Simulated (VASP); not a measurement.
# SiC (Moissanite 3C) (F-43m) in VASP: further runs

The runs below take SiC (Moissanite 3C) through single point, with PBE.

Everything below comes from runs of VASP 6.6.1. Logs are shortened: lines on timing, memory, paths and dates and some standing lists are left out, and cuts for length are marked.

## 1. The cell of the first run

The structure is cubic, space group F-43m (No. 216). Conventional cell: a = 4.329 Å, b = 4.329 Å, c = 4.329 Å, α = 90.00°, β = 90.00°, γ = 90.00°. Si (site symmetry -43m) has 4 C at 1.87 Å within 2.5 Å. C (site symmetry -43m) has 4 Si at 1.87 Å within 2.5 Å.

## 2. Single point, PBE (volume scaled by 0.98, then relaxed in part)

INCAR reads:

```
SYSTEM = SiC
PREC     = Accurate       ! precision mode
ENCUT    = 520            ! plane-wave cutoff, eV
EDIFF    = 1E-6           ! SCF threshold, eV
ISMEAR   = -1             ! smearing method
SIGMA    = 0.02           ! smearing width, eV
LREAL    = .FALSE.        ! projectors in reciprocal space
LASPH    = .TRUE.         ! aspherical terms in the spheres
NELM     = 100            ! most SCF steps
ALGO     = Normal         ! electronic algorithm
ISIF     = 2              ! what is computed and relaxed
LWAVE    = .FALSE.        ! write WAVECAR
LCHARG   = .TRUE.         ! write CHGCAR
GGA      = PE             ! functional
LELF     = .TRUE.         ! ELF
LVHAR    = .TRUE.       
NBANDS   = 11             ! bands
```

KPOINTS reads:

```
Automatic mesh
0
G
  17 17 17
  0 0 0
```

POSCAR reads:

```
SiC
1.0
    0.0000000000      2.1643753983      2.1643753983
    2.1643753983      0.0000000000      2.1643753983
    2.1643753983      2.1643753983      0.0000000000
Si C
1 1
Direct
    0.0000000000      0.0000000000      0.0000000000
    0.2500000000      0.2500000000      0.2500000000
```

Potentials or basis: VASP PAW PBE potentials, release 64 (Si, C).

The run is started by

```console
> cat potpaw_PBE.64/Si/POTCAR potpaw_PBE.64/C/POTCAR > POTCAR
> mpirun -np 1 vasp_std > vasp.out
```

OUTCAR:

```text
SYSTEM = SiC
   PREC = Accurate
   ENCUT = 520
   EDIFF = 1E-6
   ISMEAR = -1
   LREAL = .FALSE.
   LASPH = .TRUE.
   NELM = 100
   ISIF = 2
   GGA = PE

 ion  position               nearest neighbor table
   1  0.000  0.000  0.000-   2 1.87   2 1.87   2 1.87   2 1.87
   2  0.250  0.250  0.250-   1 1.87   1 1.87   1 1.87   1 1.87

  LATTYP: Found a face centered cubic cell.
 ALAT       =     4.3287507966

  Lattice vectors:

 A1 = (   0.0000000000,   2.1643753983,   2.1643753983)
 A2 = (   2.1643753983,   0.0000000000,   2.1643753983)
 A3 = (   2.1643753983,   2.1643753983,   0.0000000000)

Analysis of symmetry for initial positions (statically):
=====================================================================
 Subroutine PRICEL returns:
 Original cell was already a primitive cell.

 Routine SETGRP: Setting up the symmetry group for a
 face centered cubic supercell.

 Subroutine GETGRP returns: Found 24 space group operations
 (whereof 24 operations were pure point group operations)
 out of a pool of 48 trial point group operations.

The static configuration has the point symmetry T_d .

Analysis of symmetry for dynamics (positions and initial velocities):
=====================================================================
 Subroutine PRICEL returns:
 Original cell was already a primitive cell.

 Routine SETGRP: Setting up the symmetry group for a
 face centered cubic supercell.

 Subroutine GETGRP returns: Found 24 space group operations
 (whereof 24 operations were pure point group operations)
 out of a pool of 48 trial point group operations.

The dynamic configuration has the point symmetry T_d .

 Subroutine INISYM returns: Found 24 space group operations
 (whereof 24 operations are pure point group operations),
 and found     1 'primitive' translations

----------------------------------------------------------------------------------------

                                     Primitive cell

  volume of cell :      20.2781

  direct lattice vectors                    reciprocal lattice vectors
     0.000000000  2.164375398  2.164375398    -0.231013530  0.231013530  0.231013530
     2.164375398  0.000000000  2.164375398     0.231013530 -0.231013530  0.231013530
     2.164375398  2.164375398  0.000000000     0.231013530  0.231013530 -0.231013530

  length of vectors
     3.060889042  3.060889042  3.060889042     0.400127170  0.400127170  0.400127170

  position of ions in fractional coordinates (direct lattice)
     0.000000000  0.000000000  0.000000000
     0.250000000  0.250000000  0.250000000

  ion indices of the primitive-cell ions
   primitive index   ion index
                 1           1
                 2           2

----------------------------------------------------------------------------------------

 KPOINTS: Automatic mesh

Automatic generation of k-mesh.
 Grid dimensions read from file:
 generate k-points for:   17   17   17

 Generating k-lattice:

  Cartesian coordinates                     Fractional coordinates (reciprocal lattice)
    -0.013589031  0.013589031  0.013589031     0.058823529  0.000000000  0.000000000
     0.013589031 -0.013589031  0.013589031     0.000000000  0.058823529  0.000000000
     0.013589031  0.013589031 -0.013589031     0.000000000  0.000000000  0.058823529

  Length of vectors
     0.023536892  0.023536892  0.023536892

  Shift w.r.t. Gamma in fractional coordinates (k-lattice)
     0.000000000  0.000000000  0.000000000

 Subroutine IBZKPT returns following result:
 ===========================================

 Found    165 irreducible k-points:

 Following reciprocal coordinates:
            Coordinates               Weight
  0.000000  0.000000  0.000000      1.000000
  0.058824  0.000000  0.000000      8.000000
  0.117647  0.000000  0.000000      8.000000
  0.176471  0.000000  0.000000      8.000000
  0.235294  0.000000  0.000000      8.000000
  0.294118  0.000000  0.000000      8.000000
[... 16 lines left out ...]
 -0.176471  0.058824  0.000000     24.000000
 -0.117647  0.058824  0.000000     24.000000
 [... further k-points ...]
   k-points           NKPTS =    165   k-points in BZ     NKDIM =    165   number of bands    NBANDS=     11
   number of dos      NEDOS =    301   number of ions     NIONS =      2
   total plane-waves  NPLWV =  13824
   dimension x,y,z NGX =    24 NGY =   24 NGZ =   24
   dimension x,y,z NGXF=    48 NGYF=   48 NGZF=   48
   ions per type =               1   1
   NGX,Y,Z   is equivalent  to a cutoff of  13.04, 13.04, 13.04 a.u.
   NGXF,Y,Z  is equivalent  to a cutoff of  26.07, 26.07, 26.07 a.u.
 SYSTEM =  SiC
   PREC   = accura    normal or accurate (medium, high low for compatibility)
   ISTART =      0    job   : 0-new  1-cont  2-samecut
   ICHARG =      2    charge: 1-file 2-atom 10-const
   ISPIN  =      1    spin polarized calculation?
   LNONCOLLINEAR =      F non collinear calculations
   LSORBIT =      F    spin-orbit coupling
   LASPH  =      T    aspherical Exc in radial PAW
   ENCUT  =  520.0 eV  38.22 Ry    6.18 a.u.   5.69  5.69  5.69*2*pi/ulx,y,z
   NELM   =    100;   NELMIN=  2; NELMDL= -5     # of ELM steps
   EDIFF  = 0.1E-05   stopping-criterion for ELM
   LREAL  =      F    real-space projection
   EDIFFG = 0.1E-04   stopping-criterion for IOM
   NSW    =      0    number of steps for IOM
   IBRION =     -1    ionic relax: 0-MD 1-quasi-New 2-CG
   NFREE  =      0    steps in history (QN), initial steepest desc. (CG)
   ISIF   =      2    stress and relaxation
   ISYM   =      2    0-nonsym 1-usesym 2-fastsym
   POTIM  = 0.5000    time-step for ionic-motion
   TEBEG  =    0.0;   TEEND  =   0.0 temperature during run
   PSTRESS=    0.0 pullay stress
   NELECT =       8.0000    total number of electrons
   NUPDOWN=      -1.0000    fix difference up-down
   EMIN   =  10.00;   EMAX   =-10.00  energy-range for DOS
   EFERMI =   0.00;   METHOD = LEGACY
   ISMEAR =    -1;   SIGMA  =   0.02  broadening in eV -4-tet -1-fermi 0-gaus
   EFERMI_NEDOS =   21; number of points for ismear=-14 and -15
   IALGO  =     38    algorithm
   IMIX   =      4    mixing-type and parameters
     AMIX     =   0.40;   BMIX     =  1.00
     AMIX_MAG =   1.60;   BMIX_MAG =  1.00
  volume/ion in A,a.u.               =      10.14        68.42
  Fermi-wavevector in a.u.,A,eV,Ry     =   1.200685  2.268965 19.614748  1.441643
  Thomas-Fermi vector in A             =   2.336514
   LORBIT       =      0    0 simple, 1 ext, 2 COOP (PROOUT), +10 PAW based schemes
   GGA     = PE    functional components
   LHFCALC =     F    Hartree Fock is set to
   AEXX    =    0.0000 exact exchange contribution
   IVDW    =     0    specifies the selected vdW correction
   LEPSILON=     F    determine dielectric tensor
   LRPA    =     F    only Hartree local field effects (RPA)
 non-spin polarized calculation
  energy-cutoff  :      520.00
  volume of cell :       20.28
 maximum number of plane-waves:       560
   NGX = 11   NGY = 11   NGZ = 11

 number of electron       8.0000000 magnetization

 Free energy of the ion-electron system (eV)
  ---------------------------------------------------
  ext. energy  EPLUGINS =         0.00000000
  ---------------------------------------------------
  free energy    TOTEN  =       -15.04345085 eV

  energy without entropy =      -15.04345085  energy(sigma->0) =      -15.04345085

 E-fermi :   8.8079     XC(G=0): -11.4448

 val. band max:        8.3350503030   @ k =   0.0000   0.0000   0.0000
 cond. band min:       9.7147202191   @ k =   0.4706   0.4706   0.0000
 fundamental gap:      1.3796699161
 Fermi energy:         8.8079181714

 k-point     1 :       0.0000    0.0000    0.0000
  band No.  band energies     occupation
      1      -7.2277      2.00000
      2       8.3350      2.00000
      3       8.3350      2.00000
      4       8.3351      2.00000
      5      14.8063      0.00000
      6      15.7845      0.00000
      7      15.7845      0.00000
      8      15.7845      0.00000
      9      22.9607      0.00000
     10      22.9607      0.00000
     11      25.1317      0.00000

 k-point     2 :       0.0588    0.0000    0.0000
  band No.  band energies     occupation
      1      -7.1588      2.00000
      2       7.9554      2.00000
      3       8.2864      2.00000
      4       8.2864      2.00000
      5      14.9574      0.00000
      6      15.8419      0.00000
      7      15.8773      0.00000
      8      15.8773      0.00000
      9      22.5121      0.00000
     10      22.5121      0.00000
     11      25.0810      0.00000

 k-point     3 :       0.1176    0.0000    0.0000
  band No.  band energies     occupation
      1      -6.9532      2.00000
      2       6.9921      2.00000
      3       8.1543      2.00000
      4       8.1543      2.00000
      5      15.0170      0.00000
      6      16.1073      0.00000
      7      16.1073      0.00000
      8      16.2673      0.00000
      9      21.7966      0.00000
     10      21.7966      0.00000
     11      24.6320      0.00000

 k-point     4 :       0.1765    0.0000    0.0000
  band No.  band energies     occupation
      1      -6.6140      2.00000
      2       5.7295      2.00000
      3       7.9718      2.00000
      4       7.9718      2.00000
      5      14.8220      0.00000
      6      16.3351      0.00000
      7      16.3351      0.00000
      8      17.0073      0.00000
      9      21.3634      0.00000
     10      21.3634      0.00000
     11      24.0795      0.00000
[... 239 lines left out ...]
 k-point    22 :      -0.2353    0.0588    0.0000
  band No.  band energies     occupation
      1      -5.9065      2.00000
      2       3.9154      2.00000
      3       7.1877      2.00000
      4       7.8934      2.00000
      5      14.6923      0.00000
      6      16.2528      0.00000
      7      16.3995      0.00000
      8      17.8672      0.00000
      9      20.7720      0.00000
     10      22.3826      0.00000
     11      24.2657      0.00000

 k-point    23 :      -0.1765    0.0588    0.0000
  band No.  band energies     occupation
      1      -6.4123      2.00000
      2       5.2745      2.00000
      3       7.4019      2.00000
      4       8.0912      2.00000
      5      14.9417      0.00000
      6      16.2385      0.00000
      7      16.3611      0.00000
      8      17.3452      0.00000
      9      20.5353      0.00000
     10      21.9657      0.00000
     11      24.5680      0.00000

 k-point    24 :      -0.1176    0.0588    0.0000
  band No.  band energies     occupation
      1      -6.7942      2.00000
      2       6.5409      2.00000
      3       7.6605      2.00000
      4       8.2440      2.00000
      5      15.1642      0.00000
      6      15.9722      0.00000
      7      16.0668      0.00000
      8      16.8770      0.00000
      9      20.8691      0.00000
     10      22.0177      0.00000
     11      25.1007      0.00000

 [... further k-points ...]

------------------------ aborting loop because EDIFF is reached ----------------------------------------

  FORCE on cell =-STRESS in cart. coord.  units (eV):
  Direction    XX          YY          ZZ          XY          YZ          ZX
  --------------------------------------------------------------------------------------
  -------------------------------------------------------------------------------------
  Total        1.0042759      1.0042759      1.0042759     -0.0000000     -0.0000000      0.0000000
  in kB       79.3479753     79.3479753     79.3479753     -0.0000000     -0.0000000      0.0000000
  external PRESSURE =      79.3479753 kB  Pullay stress =       0.0000000 kB

 VOLUME and BASIS-vectors are now :
 -----------------------------------------------------------------------------
  energy-cutoff  :      520.00
  volume of cell :       20.28
      direct lattice vectors                 reciprocal lattice vectors
     0.000000000  2.164375398  2.164375398    -0.231013530  0.231013530  0.231013530
     2.164375398  0.000000000  2.164375398     0.231013530 -0.231013530  0.231013530
     2.164375398  2.164375398  0.000000000     0.231013530  0.231013530 -0.231013530

 POSITION                                       TOTAL-FORCE (eV/Angst)
 -----------------------------------------------------------------------------------
      0.00000      0.00000      0.00000        -0.000000     -0.000000     -0.000000
      1.08219      1.08219      1.08219         0.000000      0.000000      0.000000
 -----------------------------------------------------------------------------------
    total drift:                                0.000000      0.000000      0.000000

  FREE ENERGIE OF THE ION-ELECTRON SYSTEM (eV)
  ---------------------------------------------------
  free  energy   TOTEN  =       -15.0434508467 eV

  energy  without entropy=      -15.0434508467  energy(sigma->0) =      -15.04345085
```

Wall time 27 s (1 thread of Intel Xeon Platinum 8259CL at 2.50GHz (Skylake/Cascade Lake), shared host); peak memory 0.15 GiB.

What came out:

```
Free energy            : -15.0435 eV
Pressure               : 7.9 GPa
Band gap on the k mesh : 1.38 eV, indirect (least direct gap 4.58 eV)
```

Levels at points of the mesh, in eV from the valence-band top:
```csv
k point,band 2,band 3,band 4,band 5,band 6,band 7
"(0.00, 0.00, 0.00)",0.00,0.00,0.00,6.47,7.45,7.45
```

Caveat: the cell differs from its parent crystal (volume scaled by 0.98, then relaxed in part).

## 3. Single point, PBE

This run uses another cell than the first one, of 10.35 Å³/atom, 1.020 times its volume.

INCAR reads:

```
SYSTEM = SiC
PREC = Accurate ; ENCUT = 520
EDIFF = 1E-6 ; ISMEAR = -1
SIGMA = 0.02 ; LREAL = .False.
LASPH = .True. ; NELM = 80
ALGO = Normal ; ISIF = 2
LWAVE = .False. ; LCHARG = .False.
GGA = PE ; NBANDS = 11
```

KPOINTS reads:

```
Automatic mesh
0
Gamma
  17 17 17
  0 0 0
```

POSCAR reads:

```
SiC
1.0
    0.0000000000      2.1790000000      2.1790000000
    2.1790000000      0.0000000000      2.1790000000
    2.1790000000      2.1790000000      0.0000000000
Si C
1 1
Direct
    0.0000000000      0.0000000000      0.0000000000
    0.2500000000      0.2500000000      0.2500000000
```

Potentials or basis: VASP PAW PBE potentials, release 64 (Si, C).

The run is started by

```console
> cat potpaw_PBE.64/Si/POTCAR potpaw_PBE.64/C/POTCAR > POTCAR
> mpirun -np 1 vasp_std > vasp.out
```

It took 29 s on 1 thread of Intel Xeon Platinum 8259CL at 2.50GHz (Skylake/Cascade Lake), shared host; peak memory 0.15 GiB.

The run converged. Its results:

- Free energy: -15.0579 eV
- Pressure: 3.2 GPa
- Band gap on the k mesh: 1.40 eV, indirect (least direct gap 4.56 eV)

Levels at points of the mesh, in eV from the valence-band top:
```
           k point  band 1  band 2  band 3  band 4  band 5  band 6  band 7  band 8
(0.00, 0.00, 0.00)  -15.40    0.00    0.00    0.00    6.23    7.31    7.31    7.31
```

A k mesh can miss the band edges. PBE gaps usually lie below the measured ones, often by a third to a half.
